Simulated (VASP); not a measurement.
MgBe2SeS2: relaxation of cell and atoms with PBE

The system is MgBe2SeS2.

```
Mg Be Se S
1.0
     4.10252    0.00000    0.00000
     0.00000    4.10252    0.00000
     0.00000    0.00000    6.84702
Mg Be Se S
1 2 1 2
Direct
  0.00000 0.00000 0.00000
  0.50000 0.00000 0.31821
  0.00000 0.50000 0.68179
  0.50000 0.50000 0.00000
  0.50000 0.00000 0.82913
  0.00000 0.50000 0.17087
```

```
Program                : VASP 6.6.1
Task                   : relaxation of cell and atoms
Functional             : PBE
Potentials or basis    : VASP PAW PBE potentials, release 64 (Mg, Be, Se, S)
Cutoff                 : 600 eV
k mesh                 : 4 × 4 × 4
Occupations            : gaussian, width 0.1 eV
Spin                   : no spin polarisation
Dipole correction      : no
Further INCAR settings : ALGO = Normal; EDIFF = 1e-07; IBRION = 2; EDIFFG = -0.04; NSW = 90; ISIF = 3
```

```yaml
Relaxed_volume: 17.84 Å³/atom
Relaxed_cell: a = 5.197 Å, b = 5.197 Å, c = 3.964 Å, α = 90.00°, β = 90.00°, γ = 90.00°
Space_group_after_relaxing_to_0.05_Å: P-4m2 (No. 115)
Energy_gained_by_relaxing: 1071.5 meV/atom
Ionic_steps: 67
Pressure_after_relaxing: 0.0 GPa
Largest_force_after_relaxing: 0.021 eV/Å
Band_gap_on_the_k_mesh: zero (band 12 reaches 4.51 eV, above the bottom of band 13 at 3.67 eV)
```

Forces on the atoms (eV/Å):
```
Mg   0.000  0.000  0.000
Be   0.000  0.000 -0.021
Be   0.000  0.000  0.021
Se   0.000  0.000  0.000
S    0.000  0.000 -0.011
S    0.000  0.000  0.011
```

Stress tensor (GPa, compression positive):
```
-0.05  0.00  0.00
 0.00 -0.05  0.00
 0.00  0.00  0.23
```

The path:
```
step  energy change (eV)  largest force (eV/Å)  pressure (GPa)  volume (Å³)
   1              0.0000                2.5950           12.31       115.24
   3             -1.1748                0.4651           -1.11       140.12
   5             -1.7255                1.5235           -1.98       130.42
   7              4.5048               24.4616           59.92        80.06
   9             -3.8916                1.6051           10.63        96.40
  11             -3.8763                1.2614           11.63        95.43
  13             -3.9012                1.7542           12.83        94.78
  15             -3.9368                1.5096           12.11        95.28
  17             -4.1872                1.3872            9.24        98.19
  19             -4.7238                0.9072            0.95       110.42
  21             -4.7764                0.6841           -1.89       116.96
  23             -4.8035                0.7282           -1.52       115.81
  25             -5.0354                0.8744           -1.08       113.26
  27             -5.7902                1.0081            3.44       103.01
  29             -5.6984                1.3674            5.13       101.46
  31             -5.7103                1.2264            6.79        99.65
  33             -5.8283                0.5328            6.32       100.12
  35             -5.9931                1.1159            4.87       102.10
  37             -6.1998                0.3971           -3.39       113.97
  39             -6.2369                0.5709           -1.34       110.30
  41             -6.2766                0.4463           -0.88       109.53
  43             -6.2931                0.4962           -0.37       108.53
  45             -6.2891                0.1926            4.35       100.66
  47             -6.3413                0.1812            1.51       104.63
  49             -6.3748                0.2924            0.43       105.54
  51             -6.3978                0.2284           -0.29       107.27
  53             -6.4108                0.0734            0.06       107.64
  55             -6.4166                0.1591           -0.28       107.91
  57             -6.4224                0.0469           -0.34       107.45
  59             -6.4257                0.0713            0.30       106.33
  61             -6.4269                0.0751            0.19       106.59
  63             -6.4281                0.0590           -0.12       107.20
  65             -6.4287                0.0497           -0.08       107.28
  67             -6.4291                0.0208            0.04       107.05
```

Final structure:
```yaml
crystal:
  lattice:
    - [5.19677, 0.00000, 0.00000]
    - [0.00000, 5.19677, 0.00000]
    - [0.00000, 0.00000, 3.96383]
  atoms:
    - { symbol: Mg, position: [0.00000, 0.00000, 0.00000] }
    - { symbol: Be, position: [0.50000, 0.00000, 0.00753] }
    - { symbol: Be, position: [0.00000, 0.50000, 0.99247] }
    - { symbol: Se, position: [0.50000, 0.50000, 0.00000] }
    - { symbol: S, position: [0.50000, 0.00000, 0.50663] }
    - { symbol: S, position: [0.00000, 0.50000, 0.49337] }
```

Levels at points of the mesh, in eV from the Fermi level:
```csv
k point,band 8,band 9,band 10,band 11,band 12,band 13,band 14,band 15,band 16
"(0.00, 0.00, 0.00)",-2.73,-2.73,-1.75,0.14,0.46,0.46,2.06,2.62,4.06
"(0.50, 0.00, 0.00)",-3.74,-2.27,-2.20,-0.29,0.56,0.75,1.16,3.34,4.53
"(0.50, 0.50, 0.00)",-2.79,-2.69,-1.97,-1.72,-0.78,1.66,2.85,2.85,4.64
"(0.00, 0.00, 0.50)",-3.12,-3.12,-1.81,-1.33,-1.33,0.82,0.82,1.67,2.21
"(0.50, 0.00, 0.50)",-2.89,-2.49,-2.21,-1.23,-0.29,0.05,0.49,2.49,4.30
"(0.50, 0.50, 0.50)",-2.89,-1.14,-0.88,-0.35,-0.35,1.15,2.66,2.71,2.82
```

Run time: 20 min on 1 thread of AMD EPYC 9R45 96-Core Processor (Zen 5) (shared host), peak memory 0.27 GiB.

Caveat: the k points lie up to 0.40 Å⁻¹ apart in the final cell.
